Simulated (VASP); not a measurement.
# CdO (rock salt type) (Fm-3m) in VASP: single point with PBE

Aim: the single point of CdO (rock salt type) with PBE.

Everything below comes from runs of VASP 6.6.1. Logs are shortened: lines on timing, memory, paths and dates and some standing lists are left out, and cuts for length are marked.

### Step 1. The cell of the first run

The structure is cubic, space group Fm-3m (No. 225). Conventional cell: a = 4.861 Å, b = 4.861 Å, c = 4.861 Å, α = 90.00°, β = 90.00°, γ = 90.00°. Cd (site symmetry m-3m) has 6 O at 2.43 Å within 3.2 Å. Within 3.2 Å of O (site symmetry m-3m) lie 6 Cd at 2.43 Å.

### Step 2. Single point, PBE

File INCAR:

```
PREC = Accurate
ENCUT = 600
EDIFF = 1E-6
ISMEAR = -1
SIGMA = 0.06122561905347299
LREAL = False
LASPH = True
NELM = 120
ALGO = Normal
ISIF = 2
LWAVE = False
LCHARG = True
GGA = PE
LELF = True
LVHAR = True
NBANDS = 16
GGA_COMPAT = False
```

File KPOINTS:

```
Automatic mesh
0
Gamma
  39 39 39
```

File POSCAR:

```
CdO
1.0
    0.0000000000      2.4305581273      2.4305581273
    2.4305581273      0.0000000000      2.4305581273
    2.4305581273      2.4305581273      0.0000000000
Cd O
1 1
Direct
    0.0000000000      0.0000000000      0.0000000000
    0.5000000000      0.5000000000      0.5000000000
```

Potentials or basis: VASP PAW PBE potentials, release 64 (Cd, O).

Launch:

```bash
$ cat potpaw_PBE.64/Cd/POTCAR potpaw_PBE.64/O/POTCAR > POTCAR
$ mpirun -np 1 vasp_std > vasp.out
```

OUTCAR:

```text
PREC = Accurate
   ENCUT = 600
   EDIFF = 1E-6
   ISMEAR = -1
   LREAL = False
   LASPH = True
   NELM = 120
   ISIF = 2
   GGA = PE

 ion  position               nearest neighbor table
   1  0.000  0.000  0.000-   2 2.43   2 2.43   2 2.43   2 2.43   2 2.43   2 2.43
   2  0.500  0.500  0.500-   1 2.43   1 2.43   1 2.43   1 2.43   1 2.43   1 2.43

  LATTYP: Found a face centered cubic cell.
 ALAT       =     4.8611162546

  Lattice vectors:

 A1 = (   0.0000000000,   2.4305581273,   2.4305581273)
 A2 = (   2.4305581273,   0.0000000000,   2.4305581273)
 A3 = (   2.4305581273,   2.4305581273,   0.0000000000)

Analysis of symmetry for initial positions (statically):
=====================================================================
 Subroutine PRICEL returns:
 Original cell was already a primitive cell.

 Routine SETGRP: Setting up the symmetry group for a
 face centered cubic supercell.

 Subroutine GETGRP returns: Found 48 space group operations
 (whereof 48 operations were pure point group operations)
 out of a pool of 48 trial point group operations.

The static configuration has the point symmetry O_h .

Analysis of symmetry for dynamics (positions and initial velocities):
=====================================================================
 Subroutine PRICEL returns:
 Original cell was already a primitive cell.

 Routine SETGRP: Setting up the symmetry group for a
 face centered cubic supercell.

 Subroutine GETGRP returns: Found 48 space group operations
 (whereof 48 operations were pure point group operations)
 out of a pool of 48 trial point group operations.

The dynamic configuration has the point symmetry O_h .

 Subroutine INISYM returns: Found 48 space group operations
 (whereof 48 operations are pure point group operations),
 and found     1 'primitive' translations

----------------------------------------------------------------------------------------

                                     Primitive cell

  volume of cell :      28.7176

  direct lattice vectors                    reciprocal lattice vectors
     0.000000000  2.430558127  2.430558127    -0.205714068  0.205714068  0.205714068
     2.430558127  0.000000000  2.430558127     0.205714068 -0.205714068  0.205714068
     2.430558127  2.430558127  0.000000000     0.205714068  0.205714068 -0.205714068

  length of vectors
     3.437328268  3.437328268  3.437328268     0.356307218  0.356307218  0.356307218

  position of ions in fractional coordinates (direct lattice)
     0.000000000  0.000000000  0.000000000
     0.500000000  0.500000000  0.500000000

  ion indices of the primitive-cell ions
   primitive index   ion index
                 1           1
                 2           2

----------------------------------------------------------------------------------------

 KPOINTS: Automatic mesh

Automatic generation of k-mesh.
 Grid dimensions read from file:
 generate k-points for:   39   39   39

 Generating k-lattice:

  Cartesian coordinates                     Fractional coordinates (reciprocal lattice)
    -0.005274720  0.005274720  0.005274720     0.025641026  0.000000000  0.000000000
     0.005274720 -0.005274720  0.005274720     0.000000000  0.025641026  0.000000000
     0.005274720  0.005274720 -0.005274720     0.000000000  0.000000000  0.025641026

  Length of vectors
     0.009136083  0.009136083  0.009136083

  Shift w.r.t. Gamma in fractional coordinates (k-lattice)
     0.000000000  0.000000000  0.000000000

 Subroutine IBZKPT returns following result:
 ===========================================

 Found   1540 irreducible k-points:

 Following reciprocal coordinates:
            Coordinates               Weight
  0.000000  0.000000  0.000000      1.000000
  0.025641  0.000000  0.000000      8.000000
  0.051282  0.000000  0.000000      8.000000
  0.076923  0.000000  0.000000      8.000000
  0.102564  0.000000  0.000000      8.000000
  0.128205  0.000000  0.000000      8.000000
[... 16 lines left out ...]
  0.076923  0.025641  0.000000     24.000000
  0.102564  0.025641  0.000000     24.000000
 [... further k-points ...]
   k-points           NKPTS =   1540   k-points in BZ     NKDIM =   1540   number of bands    NBANDS=     16
   number of dos      NEDOS =    301   number of ions     NIONS =      2
   total plane-waves  NPLWV =  21952
   dimension x,y,z NGX =    28 NGY =   28 NGZ =   28
   dimension x,y,z NGXF=    56 NGYF=   56 NGZF=   56
   ions per type =               1   1
   NGX,Y,Z   is equivalent  to a cutoff of  13.54, 13.54, 13.54 a.u.
   NGXF,Y,Z  is equivalent  to a cutoff of  27.08, 27.08, 27.08 a.u.
 SYSTEM =  unknown system
   PREC   = accura    normal or accurate (medium, high low for compatibility)
   ISTART =      0    job   : 0-new  1-cont  2-samecut
   ICHARG =      2    charge: 1-file 2-atom 10-const
   ISPIN  =      1    spin polarized calculation?
   LNONCOLLINEAR =      F non collinear calculations
   LSORBIT =      F    spin-orbit coupling
   LASPH  =      T    aspherical Exc in radial PAW
   ENCUT  =  600.0 eV  44.10 Ry    6.64 a.u.   6.87  6.87  6.87*2*pi/ulx,y,z
   NELM   =    120;   NELMIN=  2; NELMDL= -5     # of ELM steps
   EDIFF  = 0.1E-05   stopping-criterion for ELM
   LREAL  =      F    real-space projection
   EDIFFG = 0.1E-04   stopping-criterion for IOM
   NSW    =      0    number of steps for IOM
   IBRION =     -1    ionic relax: 0-MD 1-quasi-New 2-CG
   NFREE  =      0    steps in history (QN), initial steepest desc. (CG)
   ISIF   =      2    stress and relaxation
   ISYM   =      2    0-nonsym 1-usesym 2-fastsym
   POTIM  = 0.5000    time-step for ionic-motion
   TEBEG  =    0.0;   TEEND  =   0.0 temperature during run
   PSTRESS=    0.0 pullay stress
   NELECT =      18.0000    total number of electrons
   NUPDOWN=      -1.0000    fix difference up-down
   EMIN   =  10.00;   EMAX   =-10.00  energy-range for DOS
   EFERMI =   0.00;   METHOD = LEGACY
   ISMEAR =    -1;   SIGMA  =   0.06  broadening in eV -4-tet -1-fermi 0-gaus
   EFERMI_NEDOS =   21; number of points for ismear=-14 and -15
   IALGO  =     38    algorithm
   IMIX   =      4    mixing-type and parameters
     AMIX     =   0.40;   BMIX     =  1.00
     AMIX_MAG =   1.60;   BMIX_MAG =  1.00
  volume/ion in A,a.u.               =      14.36        96.90
  Fermi-wavevector in a.u.,A,eV,Ry     =   1.401037  2.647576 26.706946  1.962905
  Thomas-Fermi vector in A             =   2.523938
   LORBIT       =      0    0 simple, 1 ext, 2 COOP (PROOUT), +10 PAW based schemes
   GGA     = PE    functional components
   LHFCALC =     F    Hartree Fock is set to
   AEXX    =    0.0000 exact exchange contribution
   IVDW    =     0    specifies the selected vdW correction
   LEPSILON=     F    determine dielectric tensor
   LRPA    =     F    only Hartree local field effects (RPA)
 non-spin polarized calculation
  energy-cutoff  :      600.00
  volume of cell :       28.72
 maximum number of plane-waves:       975
   NGX = 13   NGY = 13   NGZ = 13

 number of electron      18.0000003 magnetization

 Free energy of the ion-electron system (eV)
  ---------------------------------------------------
  ext. energy  EPLUGINS =         0.00000000
  ---------------------------------------------------
  free energy    TOTEN  =        -7.70769284 eV

  energy without entropy =       -7.70609529  energy(sigma->0) =       -7.70689406

 E-fermi :   1.3059     XC(G=0): -11.1357

 val. band max:        1.2837954468   @ k =   0.0769   0.0256   0.0000
 cond. band min:       1.3264776327   @ k =   0.0769   0.0000   0.0000
 fundamental gap:      0.0426821859
 Fermi energy:         1.3058889490

 k-point     1 :       0.0000    0.0000    0.0000
  band No.  band energies     occupation
      1     -15.5453      2.00000
      2      -5.4291      2.00000
      3      -5.4291      2.00000
      4      -5.4291      2.00000
      5      -5.1839      2.00000
      6      -5.1839      2.00000
[... 8 lines left out ...]
     15      17.9171      0.00000
     16      17.9171      0.00000

 k-point     2 :       0.0256    0.0000    0.0000
  band No.  band energies     occupation
      1     -15.5417      2.00000
      2      -5.4307      2.00000
      3      -5.4277      2.00000
      4      -5.4277      2.00000
      5      -5.1876      2.00000
      6      -5.1876      2.00000
[... 8 lines left out ...]
     15      18.0198      0.00000
     16      18.0198      0.00000

 k-point     3 :       0.0513    0.0000    0.0000
  band No.  band energies     occupation
      1     -15.5308      2.00000
      2      -5.4356      2.00000
      3      -5.4236      2.00000
      4      -5.4236      2.00000
      5      -5.1980      2.00000
      6      -5.1980      2.00000
[... 8 lines left out ...]
     15      18.1984      0.00000
     16      18.1984      0.00000

 k-point     4 :       0.0769    0.0000    0.0000
  band No.  band energies     occupation
      1     -15.5130      2.00000
      2      -5.4441      2.00000
      3      -5.4180      2.00000
      4      -5.4180      2.00000
      5      -5.2136      2.00000
      6      -5.2136      2.00000
[... 8 lines left out ...]
     15      18.3798      0.00000
     16      18.3798      0.00000

 k-point     5 :       0.1026    0.0000    0.0000
  band No.  band energies     occupation
      1     -15.4886      2.00000
      2      -5.4566      2.00000
      3      -5.4134      2.00000
      4      -5.4134      2.00000
      5      -5.2316      2.00000
      6      -5.2316      2.00000
[... 8 lines left out ...]
     15      18.5579      0.00000
     16      18.5579      0.00000

 k-point     6 :       0.1282    0.0000    0.0000
  band No.  band energies     occupation
      1     -15.4581      2.00000
      2      -5.4738      2.00000
      3      -5.4144      2.00000
      4      -5.4144      2.00000
      5      -5.2467      2.00000
      6      -5.2467      2.00000
[... 8 lines left out ...]
     15      18.7371      0.00000
     16      18.7371      0.00000
[... 267 lines left out ...]
 k-point    21 :       0.0256    0.0256    0.0000
  band No.  band energies     occupation
      1     -15.5405      2.00000
      2      -5.4314      2.00000
      3      -5.4271      2.00000
      4      -5.4271      2.00000
      5      -5.1949      2.00000
      6      -5.1826      2.00000
[... 8 lines left out ...]
     15      17.7315      0.00000
     16      18.3139      0.00000

 k-point    22 :       0.0513    0.0256    0.0000
  band No.  band energies     occupation
      1     -15.5321      2.00000
      2      -5.4352      2.00000
      3      -5.4237      2.00000
      4      -5.4237      2.00000
      5      -5.2091      2.00000
      6      -5.1847      2.00000
[... 8 lines left out ...]
     15      17.7849      0.00000
     16      18.5715      0.00000

 k-point    23 :       0.0769    0.0256    0.0000
  band No.  band energies     occupation
      1     -15.5166      2.00000
      2      -5.4422      2.00000
      3      -5.4185      2.00000
      4      -5.4185      2.00000
      5      -5.2290      2.00000
      6      -5.1929      2.00000
[... 8 lines left out ...]
     15      17.9289      0.00000
     16      18.7922      0.00000

 k-point    24 :       0.1026    0.0256    0.0000
  band No.  band energies     occupation
      1     -15.4945      2.00000
      2      -5.4529      2.00000
      3      -5.4135      2.00000
      4      -5.4132      2.00000
      5      -5.2518      2.00000
      6      -5.2048      2.00000
[... 8 lines left out ...]
     15      18.0916      0.00000
     16      18.9849      0.00000

 [... further k-points ...]
[... 5 lines left out ...]
  --------------------------------------------------------------------------------------
  -------------------------------------------------------------------------------------
  Total       -1.0109598     -1.0109598     -1.0109598      0.0000000     -0.0000000      0.0000000
  in kB      -56.4022505    -56.4022505    -56.4022505      0.0000000     -0.0000000      0.0000000
  external PRESSURE =     -56.4022505 kB  Pullay stress =       0.0000000 kB

 VOLUME and BASIS-vectors are now :
 -----------------------------------------------------------------------------
  energy-cutoff  :      600.00
  volume of cell :       28.72
      direct lattice vectors                 reciprocal lattice vectors
     0.000000000  2.430558127  2.430558127    -0.205714068  0.205714068  0.205714068
     2.430558127  0.000000000  2.430558127     0.205714068 -0.205714068  0.205714068
     2.430558127  2.430558127  0.000000000     0.205714068  0.205714068 -0.205714068

 POSITION                                       TOTAL-FORCE (eV/Angst)
 -----------------------------------------------------------------------------------
      0.00000      0.00000      0.00000         0.000000     -0.000000     -0.000000
      2.43056      2.43056      2.43056        -0.000000      0.000000      0.000000
 -----------------------------------------------------------------------------------
    total drift:                                0.000000      0.000000      0.000000

  FREE ENERGIE OF THE ION-ELECTRON SYSTEM (eV)
  ---------------------------------------------------
  free  energy   TOTEN  =        -7.7076928409 eV

  energy  without entropy=       -7.7060952868  energy(sigma->0) =       -7.70689406
```

Wall time 13 min (1 thread of Oxide Virtual Turin-like, shared host); peak memory 0.84 GiB.

Results:

```yaml
Free_energy: -7.7077 eV
Pressure: -5.6 GPa
Band_gap_on_the_k_mesh: zero (bands 9 and 10 overlap by 0.61 eV)
```

Caveat: the cell stands under tension; semilocal functionals underestimate gaps, and a narrow one can read as zero.

The gap in the log of VASP goes by the Fermi energy; the results here count the filled bands.